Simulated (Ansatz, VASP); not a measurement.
One calculation of Nb, two programs

The input POSCAR:

```
Nb
1.0
    0.0000000000      2.1564811194      2.1564811194
    2.1564811194      0.0000000000      2.1564811194
    2.1564811194      2.1564811194      0.0000000000
Nb
1
Direct
    0.0000000000      0.0000000000      0.0000000000
```

The input INCAR.step1:

```
PREC = Accurate
ENCUT = 520
EDIFF = 1E-5
ISMEAR = -1
SIGMA = 0.05
LREAL = False
LASPH = True
NELM = 100
ALGO = Normal
ISIF = 2
LWAVE = True
GGA = PE
NBANDS = 12
```

Contents of INCAR.step2:

```
PREC = Accurate
ENCUT = 520
EDIFF = 1E-6
ISMEAR = -1
SIGMA = 0.05
LREAL = False
LASPH = True
NELM = 100
ALGO = Normal
ISIF = 2
LWAVE = False
LCHARG = True
GGA = PE
LHFCALC = True
AEXX = 0.25
PRECFOCK = Normal
LELF = True
LVHAR = True
ISTART = 1
NBANDS = 12
```

Contents of KPOINTS:

```
Automatic mesh
0
Gamma
  6 6 6
```

input.yaml

```yaml
crystal:
  lattice:
    - [0.0, 2.1564811194, 2.1564811194]
    - [2.1564811194, 0.0, 2.1564811194]
    - [2.1564811194, 2.1564811194, 0.0]
  atoms:
    - { symbol: Nb, position: [0.0, 0.0, 0.0] }
hamiltonian:
  xc: pbe0
  pseudopotentials: { kind: paw }
kpoints:
  mp_grid: { grid: [6, 6, 6] }
scf:
  occupations: { method: fermi_dirac, width: 0.05 }
output:
  forces: true
  stress: true
  eigenvalues: true
```

Alike in both runs: task single point; functional PBE0; k mesh 6 × 6 × 6; occupations fermi-dirac, width 0.05 eV; no spin polarisation.

```csv
,VASP,Ansatz
version,VASP 6.6.1,Ansatz 0.2.0
potentials or method,"VASP PAW PBE potentials, release 64 (Nb_sv)",Ansatz PAW
plane-wave cutoff (eV),520,420
valence electrons in the cell,13,13
```

VASP gave:

```
gap on the k mesh at the Fermi level (eV) : none
pressure (GPa)                            : -12.5
```

Question: Which values does Ansatz return?

Answer: gap on the k mesh at the Fermi level (eV): none; pressure (GPa): -12.0.

A gap of «none» marks a metal or a gap that the smearing closes. The functional is the same, so the differences come from potentials, cutoffs and numerics.

The k mesh is coarse, so the values compare programs but aren't converged.
